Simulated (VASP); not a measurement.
# Ge (I4_1/amd) in VASP: notebook

Aim: see how the results for Ge move with the level of theory and the settings. Levels: RPBE+D4, revPBE+D3(BJ), revPBE+D4. Tasks: relaxation of cell and atoms.

All numbers are computed with VASP 6.6.1; they aren't measurements. Logs are shortened: lines on timing, memory, paths and dates and some standing lists are left out, and cuts for length are marked.

## 1. The cell of the first run

Symmetry: I4_1/amd, No. 141, tetragonal system. Conventional cell: a = 5.149 Å, b = 5.149 Å, c = 2.795 Å, α = 90.00°, β = 90.00°, γ = 90.00°. Ge (site symmetry -4m2) has 10 Ge at 2.67 to 3.32 Å within 3.5 Å.

## 2. Relaxation of cell and atoms, RPBE+D4

INCAR

```
PREC = Accurate
ENCUT = 600
EDIFF = 1E-6
ISMEAR = -1
SIGMA = 0.05
LREAL = False
LASPH = True
NELM = 100
ALGO = Normal
ISIF = 3
LWAVE = False
LCHARG = False
GGA = RP
IVDW = 13
IBRION = 2
NSW = 60
EDIFFG = -0.01
```

KPOINTS

```
Automatic mesh
0
Gamma
  11 11 11
```

POSCAR

```
Ge
1.0
   -2.5744897190      2.5744897190      1.3974126432
    2.5744897190     -2.5744897190      1.3974126432
    2.5744897190      2.5744897190     -1.3974126432
Ge
2
Direct
    0.5000000000      0.5000000000      0.0000000000
    0.2500000000      0.7500000000      0.5000000000
```

Potentials or basis: VASP PAW PBE potentials, release 64 (Ge_d).

Run with:

```console
cat potpaw_PBE.64/Ge_d/POTCAR > POTCAR
mpirun -np 1 vasp_std > vasp.out
```

OUTCAR:

```text
PREC = Accurate
   ENCUT = 600
   EDIFF = 1E-6
   ISMEAR = -1
   LREAL = False
   LASPH = True
   NELM = 100
   ISIF = 3
   GGA = RP
   IVDW = 13
   IBRION = 2
   NSW = 60
   EDIFFG = -0.01

 ion  position               nearest neighbor table
   1  0.500  0.500  0.000-   2 2.67   2 2.67   2 2.67   2 2.67
   2  0.250  0.750  0.500-   1 2.67   1 2.67   1 2.67   1 2.67

  LATTYP: Found a body centered tetragonal cell.
 ALAT       =     5.1489794380
 C/A-ratio  =     0.5427920853

  Lattice vectors:

 A1 = (  -2.5744897190,   2.5744897190,   1.3974126432)
 A2 = (   2.5744897190,  -2.5744897190,   1.3974126432)
 A3 = (   2.5744897190,   2.5744897190,  -1.3974126432)

Analysis of symmetry for initial positions (statically):
=====================================================================
 Subroutine PRICEL returns:
 Original cell was already a primitive cell.

 Routine SETGRP: Setting up the symmetry group for a
 body centered tetragonal supercell.

 Subroutine GETGRP returns: Found 16 space group operations
 (whereof  8 operations were pure point group operations)
 out of a pool of 16 trial point group operations.

The static configuration has the point symmetry D_2d.
 The point group associated with its full space group is D_4h.

Analysis of symmetry for dynamics (positions and initial velocities):
=====================================================================
 Subroutine PRICEL returns:
 Original cell was already a primitive cell.

 Routine SETGRP: Setting up the symmetry group for a
 body centered tetragonal supercell.

 Subroutine GETGRP returns: Found 16 space group operations
 (whereof  8 operations were pure point group operations)
 out of a pool of 16 trial point group operations.

The dynamic configuration has the point symmetry D_2d.
 The point group associated with its full space group is D_4h.

 Subroutine INISYM returns: Found 16 space group operations
 (whereof  8 operations are pure point group operations),
 and found     1 'primitive' translations

----------------------------------------------------------------------------------------

                                     Primitive cell

  volume of cell :      37.0482

  direct lattice vectors                    reciprocal lattice vectors
    -2.574489719  2.574489719  1.397412643     0.000000000  0.194213244  0.357804119
     2.574489719 -2.574489719  1.397412643     0.194213244  0.000000000  0.357804119
     2.574489719  2.574489719 -1.397412643     0.194213244  0.194213244  0.000000000

  length of vectors
     3.899840602  3.899840602  3.899840602     0.407114937  0.407114937  0.274659004

  position of ions in fractional coordinates (direct lattice)
     0.500000000  0.500000000  0.000000000
     0.250000000  0.750000000  0.500000000

  ion indices of the primitive-cell ions
   primitive index   ion index
                 1           1
                 2           2

----------------------------------------------------------------------------------------

 KPOINTS: Automatic mesh

Automatic generation of k-mesh.
 Grid dimensions read from file:
 generate k-points for:   11   11   11

 Generating k-lattice:

  Cartesian coordinates                     Fractional coordinates (reciprocal lattice)
     0.000000000  0.017655749  0.032527647     0.090909091 -0.000000000  0.000000000
     0.017655749  0.000000000  0.032527647    -0.000000000  0.090909091  0.000000000
     0.017655749  0.017655749  0.000000000     0.000000000  0.000000000  0.090909091

  Length of vectors
     0.037010449  0.037010449  0.024969000

  Shift w.r.t. Gamma in fractional coordinates (k-lattice)
     0.000000000  0.000000000  0.000000000

 Subroutine IBZKPT returns following result:
 ===========================================

 Found    126 irreducible k-points:

 Following reciprocal coordinates:
            Coordinates               Weight
  0.000000  0.000000  0.000000      1.000000
  0.090909  0.000000 -0.000000      8.000000
  0.181818  0.000000 -0.000000      8.000000
  0.272727  0.000000  0.000000      8.000000
  0.363636  0.000000 -0.000000      8.000000
  0.454545  0.000000 -0.000000      8.000000
[... 16 lines left out ...]
 -0.272727  0.181818  0.000000     16.000000
 -0.181818  0.181818  0.000000      4.000000
 [... further k-points ...]
   k-points           NKPTS =    126   k-points in BZ     NKDIM =    126   number of bands    NBANDS=     18
   number of dos      NEDOS =    301   number of ions     NIONS =      2
   total plane-waves  NPLWV =  32768
   dimension x,y,z NGX =    32 NGY =   32 NGZ =   32
   dimension x,y,z NGXF=    64 NGYF=   64 NGZF=   64
   ions per type =               2
   NGX,Y,Z   is equivalent  to a cutoff of  13.64, 13.64, 13.64 a.u.
   NGXF,Y,Z  is equivalent  to a cutoff of  27.28, 27.28, 27.28 a.u.
 SYSTEM =  unknown system
   PREC   = accura    normal or accurate (medium, high low for compatibility)
   ISTART =      0    job   : 0-new  1-cont  2-samecut
   ICHARG =      2    charge: 1-file 2-atom 10-const
   ISPIN  =      1    spin polarized calculation?
   LNONCOLLINEAR =      F non collinear calculations
   LSORBIT =      F    spin-orbit coupling
   LASPH  =      T    aspherical Exc in radial PAW
   ENCUT  =  600.0 eV  44.10 Ry    6.64 a.u.   7.79  7.79  7.79*2*pi/ulx,y,z
   NELM   =    100;   NELMIN=  2; NELMDL= -5     # of ELM steps
   EDIFF  = 0.1E-05   stopping-criterion for ELM
   LREAL  =      F    real-space projection
   EDIFFG = -.1E-01   stopping-criterion for IOM
   NSW    =     60    number of steps for IOM
   IBRION =      2    ionic relax: 0-MD 1-quasi-New 2-CG
   NFREE  =      1    steps in history (QN), initial steepest desc. (CG)
   ISIF   =      3    stress and relaxation
   ISYM   =      2    0-nonsym 1-usesym 2-fastsym
   POTIM  = 0.5000    time-step for ionic-motion
   TEBEG  =    0.0;   TEEND  =   0.0 temperature during run
   PSTRESS=    0.0 pullay stress
   NELECT =      28.0000    total number of electrons
   NUPDOWN=      -1.0000    fix difference up-down
   EMIN   =  10.00;   EMAX   =-10.00  energy-range for DOS
   EFERMI =   0.00;   METHOD = LEGACY
   ISMEAR =    -1;   SIGMA  =   0.05  broadening in eV -4-tet -1-fermi 0-gaus
   EFERMI_NEDOS =   21; number of points for ismear=-14 and -15
   IALGO  =     38    algorithm
   IMIX   =      4    mixing-type and parameters
     AMIX     =   0.40;   BMIX     =  1.00
     AMIX_MAG =   1.60;   BMIX_MAG =  1.00
  volume/ion in A,a.u.               =      18.52       125.01
  Fermi-wavevector in a.u.,A,eV,Ry     =   1.491209  2.817976 30.255333  2.223704
  Thomas-Fermi vector in A             =   2.603893
   LORBIT       =      0    0 simple, 1 ext, 2 COOP (PROOUT), +10 PAW based schemes
   GGA     = RP    functional components
   LHFCALC =     F    Hartree Fock is set to
   AEXX    =    0.0000 exact exchange contribution
   IVDW    =    13    specifies the selected vdW correction
   LEPSILON=     F    determine dielectric tensor
   LRPA    =     F    only Hartree local field effects (RPA)
 conjugate gradient relaxation of ions
 non-spin polarized calculation
  energy-cutoff  :      600.00
  volume of cell :       37.05
 maximum number of plane-waves:      1258
   NGX = 15   NGY = 15   NGZ = 15

--------------------------------------- Ionic step        1  -------------------------------------------

 number of electron      28.0000000 magnetization

 Free energy of the ion-electron system (eV)
  ---------------------------------------------------
  ext. energy  EPLUGINS =         0.00000000
  ---------------------------------------------------
  free energy    TOTEN  =        -7.80761646 eV

  energy without entropy =       -7.79956636  energy(sigma->0) =       -7.80359141

------------------------ aborting loop because EDIFF is reached ----------------------------------------

  DFT-D4 for vdW energy calculation

  Edisp (eV):   -1.52641

  FORCE on cell =-STRESS in cart. coord.  units (eV):
  Direction    XX          YY          ZZ          XY          YZ          ZX
  --------------------------------------------------------------------------------------
  -------------------------------------------------------------------------------------
  Total      -0.33201    -0.33201    -0.31025     0.00000     0.00000     0.00000
  in kB     -14.35790   -14.35790   -13.41692     0.00000     0.00000     0.00000
  external pressure =      -14.04 kB  Pullay stress =        0.00 kB

 VOLUME and BASIS-vectors are now :
 -----------------------------------------------------------------------------
  energy-cutoff  :      600.00
  volume of cell :       37.05
      direct lattice vectors                 reciprocal lattice vectors
    -2.574489719  2.574489719  1.397412643     0.000000000  0.194213244  0.357804119
     2.574489719 -2.574489719  1.397412643     0.194213244  0.000000000  0.357804119
     2.574489719  2.574489719 -1.397412643     0.194213244  0.194213244  0.000000000
[... 41 lines left out ...]
 POSITION                                       TOTAL-FORCE (eV/Angst)
 -----------------------------------------------------------------------------------
      2.55387      2.55387      0.00000         0.000000     -0.000000     -0.000000
      2.55387      0.00000      0.69348        -0.000000      0.000000      0.000000
 -----------------------------------------------------------------------------------
    total drift:                                0.000000     -0.000000      0.000000

  FREE ENERGIE OF THE ION-ELECTRON SYSTEM (eV)
  ---------------------------------------------------
  free  energy   TOTEN  =        -9.3358901409 eV

  energy  without entropy=       -9.3280055381  energy(sigma->0) =       -9.33194784

--------------------------------------- Ionic step        3  -------------------------------------------

 number of electron      27.9999994 magnetization

 Free energy of the ion-electron system (eV)
  ---------------------------------------------------
  ext. energy  EPLUGINS =         0.00000000
  ---------------------------------------------------
  free energy    TOTEN  =        -7.78725684 eV

  energy without entropy =       -7.77928977  energy(sigma->0) =       -7.78327330

 E-fermi :   7.1322     XC(G=0): -11.2934

 val. band max:        7.1107267758   @ k =  -0.1818  -0.1818   0.0909
 cond. band min:       7.1519819088   @ k =  -0.1818  -0.4545   0.0909
 fundamental gap:      0.0412551330
 Fermi energy:         7.1322356897

 k-point     1 :       0.0000    0.0000    0.0000
  band No.  band energies     occupation
      1     -17.7397      2.00000
      2     -17.6956      2.00000
      3     -17.6626      2.00000
      4     -17.6625      2.00000
      5     -17.5529      2.00000
      6     -17.5529      2.00000
[... 10 lines left out ...]
     17      14.8422      0.00000
     18      15.3982      0.00000
[... 463 lines left out ...]
 k-point    24 :      -0.1818    0.1818    0.0000
  band No.  band energies     occupation
      1     -17.7219      2.00000
      2     -17.6986      2.00000
      3     -17.6724      2.00000
      4     -17.6464      2.00000
      5     -17.5611      2.00000
      6     -17.5446      2.00000
[... 10 lines left out ...]
     17      13.2113      0.00000
     18      15.3045      0.00000

 [... further k-points ...]

------------------------ aborting loop because EDIFF is reached ----------------------------------------

  DFT-D4 for vdW energy calculation

  Edisp (eV):   -1.54911

  FORCE on cell =-STRESS in cart. coord.  units (eV):
  Direction    XX          YY          ZZ          XY          YZ          ZX
  --------------------------------------------------------------------------------------
  -------------------------------------------------------------------------------------
  Total      -0.01375    -0.01375     0.00472     0.00000     0.00000     0.00000
  in kB      -0.60378    -0.60378     0.20728     0.00000     0.00000     0.00000
  external pressure =       -0.33 kB  Pullay stress =        0.00 kB

 VOLUME and BASIS-vectors are now :
 -----------------------------------------------------------------------------
  energy-cutoff  :      600.00
  volume of cell :       36.48
      direct lattice vectors                 reciprocal lattice vectors
    -2.560898976  2.560898976  1.390519157     0.000000000  0.195243938  0.359577930
     2.560898976 -2.560898976  1.390519157     0.195243938  0.000000000  0.359577930
     2.560898976  2.560898976 -1.390519157     0.195243938  0.195243938  0.000000000

 POSITION                                       TOTAL-FORCE (eV/Angst)
 -----------------------------------------------------------------------------------
      0.00000      0.00000      1.39052        -0.000000     -0.000000     -0.000000
      2.56090     -0.00000      0.69526         0.000000      0.000000      0.000000
 -----------------------------------------------------------------------------------
    total drift:                               -0.000000     -0.000000     -0.000000

  FREE ENERGIE OF THE ION-ELECTRON SYSTEM (eV)
  ---------------------------------------------------
  free  energy   TOTEN  =        -9.3363649450 eV

  energy  without entropy=       -9.3283978809  energy(sigma->0) =       -9.33238141

 reached required accuracy - stopping structural energy minimisation
```

It took 86 s on 1 thread of Intel Xeon Platinum 8488C (Sapphire Rapids), shared host; peak memory 0.24 GiB.

Results:

```yaml
Free_energy: -9.3364 eV
Relaxed_volume: 18.24 Å³/atom
Relaxed_cell: a = 3.879 Å, b = 3.879 Å, c = 3.879 Å, α = 97.38°, β = 97.38°, γ = 137.99°
Space_group_after_relaxing_to_0.1_Å: I4_1/amd (No. 141)
Energy_gained_by_relaxing: 1.2 meV/atom
Ionic_steps: 3
Pressure_after_relaxing: 0.0 GPa
Band_gap_on_the_k_mesh: zero (bands 14 and 15 overlap by 4.85 eV)
Dispersion_energy_per_atom: -0.775 eV
```

Step by step:
```tsv
step	energy change (eV)	largest force (eV/Å)	pressure (GPa)	volume (Å³)
1	0.0000	0.0000	-1.40	37.05
2	-0.0019	0.0000	0.39	36.18
3	-0.0023	0.0000	-0.03	36.48
```

Final structure:
```
Ge
1.0
    -2.56090    2.56090    1.39052
     2.56090   -2.56090    1.39052
     2.56090    2.56090   -1.39052
Ge
2
Direct
  0.50000 0.50000 0.00000
  0.25000 0.75000 0.50000
```

Levels at points of the mesh, in eV from the Fermi level:
| k point | band 12 | band 13 | band 14 | band 15 | band 16 | band 17 |
| --- | --- | --- | --- | --- | --- | --- |
| (0.00, 0.00, 0.00) | -3.99 | -2.43 | -2.43 | 3.17 | 7.71 | 7.71 |

Caveat: the PAW data sets were made with another functional, which shifts forces and pressure a little.

## 3. Relaxation of cell and atoms, revPBE+D3(BJ)

INCAR

```
SYSTEM = Ge
ALGO     = Normal         ! electronic algorithm
EDIFF    = 1E-6           ! SCF threshold, eV
EDIFFG   = -0.01          ! ionic threshold
ENCUT    = 600            ! plane-wave cutoff, eV
GGA      = RE             ! functional
IBRION   = 2              ! ionic algorithm
ISIF     = 3              ! what is computed and relaxed
ISMEAR   = -1             ! smearing method
IVDW     = 12             ! dispersion correction
LASPH    = .TRUE.         ! aspherical terms in the spheres
LCHARG   = .FALSE.        ! write CHGCAR
LREAL    = .FALSE.        ! projectors in reciprocal space
LWAVE    = .FALSE.        ! write WAVECAR
NELM     = 80             ! most SCF steps
NSW      = 60             ! ionic steps
PREC     = Accurate       ! precision mode
SIGMA    = 0.05           ! smearing width, eV
```

KPOINTS

```
k-points
0
G
  11 11 11
  0 0 0
```

POSCAR is that of step 2.

Potentials or basis: VASP PAW PBE potentials, release 64 (Ge_d).

Run with:

```console
cat potpaw_PBE.64/Ge_d/POTCAR > POTCAR
mpirun -np 1 vasp_std > vasp.out
```

OUTCAR:

```text
SYSTEM = Ge
   EDIFF = 1E-6
   EDIFFG = -0.01
   ENCUT = 600
   GGA = RE
   IBRION = 2
   ISIF = 3
   ISMEAR = -1
   IVDW = 12
   LASPH = .TRUE.
   LREAL = .FALSE.
   NELM = 80
   NSW = 60
   PREC = Accurate
 IVDW          = 12

 ion  position               nearest neighbor table
   1  0.500  0.500  0.000-   2 2.67   2 2.67   2 2.67   2 2.67
   2  0.250  0.750  0.500-   1 2.67   1 2.67   1 2.67   1 2.67

  LATTYP: Found a body centered tetragonal cell.
 ALAT       =     5.1489794380
 C/A-ratio  =     0.5427920853

  Lattice vectors:

 A1 = (  -2.5744897190,   2.5744897190,   1.3974126432)
 A2 = (   2.5744897190,  -2.5744897190,   1.3974126432)
 A3 = (   2.5744897190,   2.5744897190,  -1.3974126432)

Analysis of symmetry for initial positions (statically):
=====================================================================
[... 177 lines left out ...]

 Edisp (eV)   -1.37358

 E8    (eV) :    -0.9697
[... 71 lines left out ...]
--------------------------------------- Ionic step        3  -------------------------------------------

 number of electron      27.9999995 magnetization

 Free energy of the ion-electron system (eV)
  ---------------------------------------------------
  ext. energy  EPLUGINS =         0.00000000
  ---------------------------------------------------
  free energy    TOTEN  =        -7.91309882 eV

  energy without entropy =       -7.90504137  energy(sigma->0) =       -7.90907010

 E-fermi :   7.1233     XC(G=0): -11.3317

 val. band max:        7.0999487401   @ k =  -0.1818  -0.1818   0.0909
 cond. band min:       7.1418317585   @ k =  -0.1818  -0.4545   0.0909
 fundamental gap:      0.0418830183
 Fermi energy:         7.1233442637

 k-point     1 :       0.0000    0.0000    0.0000
  band No.  band energies     occupation
      1     -17.7346      2.00000
      2     -17.6905      2.00000
      3     -17.6574      2.00000
      4     -17.6569      2.00000
      5     -17.5458      2.00000
      6     -17.5458      2.00000
[... 481 lines left out ...]
      5     -17.5541      2.00000
      6     -17.5376      2.00000
[... 10 lines left out ...]
     17      13.1947      0.00000
     18      15.3228      0.00000

 [... further k-points ...]

------------------------ aborting loop because EDIFF is reached ----------------------------------------

 Edisp (eV)   -1.39783

 E8    (eV) :    -0.9866
[... 25 lines left out ...]
  FREE ENERGIE OF THE ION-ELECTRON SYSTEM (eV)
  ---------------------------------------------------
  free  energy   TOTEN  =        -9.3109267374 eV

  energy  without entropy=       -9.3028692934  energy(sigma->0) =       -9.30689802

 reached required accuracy - stopping structural energy minimisation
```

OSZICAR:

```text
N       E                     dE             d eps       ncg     rms          rms(c)
DAV:   1     0.161469647375E+03    0.16147E+03   -0.16288E+04  4648   0.486E+03
DAV:   2     0.112015034291E+02   -0.15027E+03   -0.14778E+03  4538   0.562E+02
DAV:   3    -0.742412768426E+01   -0.18626E+02   -0.18432E+02  5022   0.142E+02
DAV:   4    -0.794502997202E+01   -0.52090E+00   -0.51793E+00  5448   0.274E+01
[... 19 lines left out ...]
DAV:   3    -0.791340728410E+01    0.43049E-02   -0.72718E-03  5866   0.162E+00    0.876E-02
DAV:   4    -0.791310668002E+01    0.30060E-03   -0.81634E-04  5620   0.617E-01    0.176E-02
DAV:   5    -0.791309987448E+01    0.68055E-05   -0.50995E-05  4988   0.146E-01    0.115E-02
DAV:   6    -0.791309886499E+01    0.10095E-05   -0.21566E-06  3796   0.306E-02    0.381E-04
DAV:   7    -0.791309881794E+01    0.47047E-07   -0.24882E-07  2424   0.659E-03
   3 F= -.93109267E+01 E0= -.93068980E+01  d E =-.286415E-02
```

It took 85 s on 1 thread of Intel Xeon Platinum 8488C (Sapphire Rapids), shared host; peak memory 0.25 GiB.

Results:

```yaml
Free_energy: -9.3109 eV
Relaxed_volume: 18.20 Å³/atom
Relaxed_cell: a = 3.878 Å, b = 3.878 Å, c = 3.878 Å, α = 97.37°, β = 97.37°, γ = 138.03°
Space_group_after_relaxing_to_0.1_Å: I4_1/amd (No. 141)
Energy_gained_by_relaxing: 1.4 meV/atom
Ionic_steps: 3
Pressure_after_relaxing: 0.0 GPa
Band_gap_on_the_k_mesh: zero (bands 14 and 15 overlap by 4.84 eV)
Dispersion_energy_per_atom: -0.699 eV
```

Stress tensor (GPa, compression positive):
```
 0.02  0.00  0.00
 0.00  0.02  0.00
 0.00  0.00 -0.08
```

The path:
| step | energy change (eV) | largest force (eV/Å) | pressure (GPa) | volume (Å³) |
| --- | --- | --- | --- | --- |
| 1 | 0.0000 | 0.0000 | -1.51 | 37.05 |
| 2 | -0.0024 | 0.0000 | 0.36 | 36.12 |
| 3 | -0.0029 | 0.0000 | -0.01 | 36.40 |

Final structure:
```yaml
crystal:
  lattice:
    - [-2.56007, 2.56007, 1.38851]
    - [2.56007, -2.56007, 1.38851]
    - [2.56007, 2.56007, -1.38851]
  atoms:
    - { symbol: Ge, position: [0.50000, 0.50000, 0.00000] }
    - { symbol: Ge, position: [0.25000, 0.75000, 0.50000] }
```

Levels at points of the mesh, in eV from the Fermi level:
```tsv
k point	band 11	band 12	band 13	band 14	band 15	band 16	band 17	band 18
(0.00, 0.00, 0.00)	-13.50	-4.01	-2.44	-2.44	3.17	7.70	7.70	8.29
```

Caveat: the PAW data sets were made with another functional, which shifts forces and pressure a little.

(Part 1 of 2 ends here.)
